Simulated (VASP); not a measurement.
# Si (P1) in VASP: further runs, part 2 of 2

VASP 6.6.1.

## Step 3: Single point, r2SCAN (atoms moved at random and the cell strained at random)

Input file POSCAR:

```
Si
1.0
    0.0165704702      0.0010866615     -3.8957238486
   -0.0329359367     -6.6448321691      0.0018813245
   -6.6278056809     -0.0329359367      0.0286882646
Si
8
Direct
    0.5049020941      0.2991177193      0.3186635137
    0.0006538899      0.8274985736      0.8222150720
    0.9963149135      0.1833573129      0.1556662777
    0.4798523556      0.6549352419      0.6712612909
    0.9917496445      0.8138556963      0.1904542598
    0.5269086358      0.3280535508      0.6738769640
    1.0023308934      0.1854607265      0.8333612532
    0.4972875733      0.7077211788      0.3345013687
```

Input file INCAR.step1:

```
PREC = Accurate
ENCUT = 520
ISMEAR = 0
SIGMA = 0.05
LREAL = False
LASPH = True
NELM = 100
NBANDS = 26
GGA = PE
ALGO = Normal
EDIFF = 1E-4
LWAVE = True
LCHARG = False
```

Input file INCAR.step2:

```
PREC = Accurate
ENCUT = 520
EDIFF = 1E-7
ISMEAR = 0
SIGMA = 0.05
LREAL = False
LASPH = True
NELM = 100
ALGO = Normal
ISIF = 2
LWAVE = False
LCHARG = False
METAGGA = R2SCAN
LMIXTAU = True
NBANDS = 26
ISTART = 1
```

Input file KPOINTS:

```
regular mesh
0
Gamma
  8 4 4
```

Potentials or basis: VASP PAW PBE potentials, release 64 (Si).

Launch:

```sh
cat potpaw_PBE.64/Si/POTCAR > POTCAR
cp INCAR.step1 INCAR
mpirun -np 1 vasp_std > vasp.out
cp INCAR.step2 INCAR
mpirun -np 1 vasp_std > vasp.out
```

OUTCAR:

```text
PREC = Accurate
   ENCUT = 520
   EDIFF = 1E-7
   ISMEAR = 0
   LREAL = False
   LASPH = True
   NELM = 100
   ISIF = 2
   METAGGA = R2SCAN
   ISTART = 1

 ion  position               nearest neighbor table
   1  0.505  0.299  0.319-   3 2.34   6 2.36   3 2.38   8 2.72
   2  0.001  0.827  0.822-   7 2.38   4 2.42   5 2.44   4 2.53
   3  0.996  0.183  0.156-   7 2.14   1 2.34   1 2.38   5 2.46
   4  0.480  0.655  0.671-   6 2.18   8 2.26   2 2.42   2 2.53
   5  0.992  0.814  0.190-   8 2.27   8 2.29   2 2.44   3 2.46
   6  0.527  0.328  0.674-   4 2.18   7 2.32   1 2.36   7 2.49
   7  0.002  0.185  0.833-   3 2.14   6 2.32   2 2.38   6 2.49
   8  0.497  0.708  0.335-   4 2.26   5 2.27   5 2.29   1 2.72

  LATTYP: Found a triclinic cell.
 ALAT       =     6.6279496027
 B/A-ratio  =     1.0025595333
 C/A-ratio  =     0.5877774387
 COS(alpha) =     0.0005831335
 COS(beta)  =     0.0085830950
 COS(gamma) =     0.0099268695

  Lattice vectors:

 A1 = (  -6.6278056809,  -0.0329359367,   0.0286882646)
[... 193 lines left out ...]
 cond. band min:       5.6726582579   @ k =   0.0000   0.0000   0.0000
 fundamental gap:      0.0568546348
 Fermi energy:         5.6299076748

 k-point     1 :       0.0000    0.0000    0.0000
  band No.  band energies     occupation
      1      -7.3965      2.00000
      2      -5.2284      2.00000
      3      -4.9531      2.00000
      4      -4.2729      2.00000
      5      -2.6492      2.00000
      6      -1.0051      2.00000
[... 685 lines left out ...]
     25       9.9644      0.00000
     26      10.6502      0.00000

 [... further k-points ...]

------------------------ aborting loop because EDIFF is reached ----------------------------------------

  FORCE on cell =-STRESS in cart. coord.  units (eV):
  Direction    XX          YY          ZZ          XY          YZ          ZX
  --------------------------------------------------------------------------------------
  -------------------------------------------------------------------------------------
  Total        6.6060443     -0.3309685     -3.0855070     -1.7143298     -1.1766068      0.2973518
  in kB       61.6919989     -3.0908221    -28.8146859    -16.0096462    -10.9880015      2.7768855
  external PRESSURE =       9.9288303 kB  Pullay stress =       0.0000000 kB

 VOLUME and BASIS-vectors are now :
 -----------------------------------------------------------------------------
  energy-cutoff  :      520.00
  volume of cell :      171.56
      direct lattice vectors                 reciprocal lattice vectors
     0.016570470  0.001086662 -3.895723849    -0.001110769 -0.000067172 -0.256696449
    -0.032935937 -6.644832169  0.001881324     0.000747704 -0.150496608 -0.000038799
    -6.627805681 -0.032935937  0.028688265    -0.150885992  0.000747704 -0.000641585

 POSITION                                       TOTAL-FORCE (eV/Angst)
 -----------------------------------------------------------------------------------
     -2.11353     -1.99753     -1.95725         0.322850     -1.517104      0.224981
     -5.47673     -5.52567      0.02260         0.085640      1.123122      0.590004
     -1.02126     -1.22242     -3.87656        -3.538968      0.477716     -0.207344
     -4.46261     -4.37352     -1.84888        -1.668714     -3.259832     -0.518608
     -1.27267     -5.41313     -3.85659         1.207699     -1.153907     -0.336147
     -4.46840     -2.20148     -2.03274        -0.363101      2.403278      0.926377
     -5.52943     -1.25980      0.01518         3.340729      0.043621     -0.972225
     -2.23208     -4.71317     -1.92637         0.613865      1.883106      0.292963
 -----------------------------------------------------------------------------------
    total drift:                                0.000151      0.000208      0.000021

  FREE ENERGIE OF THE ION-ELECTRON SYSTEM (eV)
  ---------------------------------------------------
  free  energy   TOTEN  =       -67.8986932414 eV

  energy  without entropy=      -67.8976727443  energy(sigma->0) =      -67.89818299
```

It took 29 min on 1 thread of Intel Xeon 8259CL, shared host; peak memory 0.4 GiB.

Results:

```yaml
Free_energy: -67.8987 eV
Pressure: 1.0 GPa
Largest_force: 3.699 eV/Å
Band_gap_on_the_k_mesh: zero (bands 16 and 17 overlap by 0.08 eV)
```

Forces on the atoms (eV/Å):
```
Si   0.323 -1.517  0.225
Si   0.086  1.123  0.590
Si  -3.539  0.478 -0.207
Si  -1.669 -3.260 -0.519
Si   1.208 -1.154 -0.336
Si  -0.363  2.403  0.926
Si   3.341  0.044 -0.972
Si   0.614  1.883  0.293
```

Caveat: the cell differs from its parent crystal (atoms moved at random and the cell strained at random); the stress differs along the axes, from -3 to 6 GPa; semilocal functionals underestimate gaps, and a narrow one can read as zero; the PAW data sets were made with another functional, which shifts forces and pressure a little.

The gap in the log of VASP goes by the Fermi energy; the results here count the filled bands.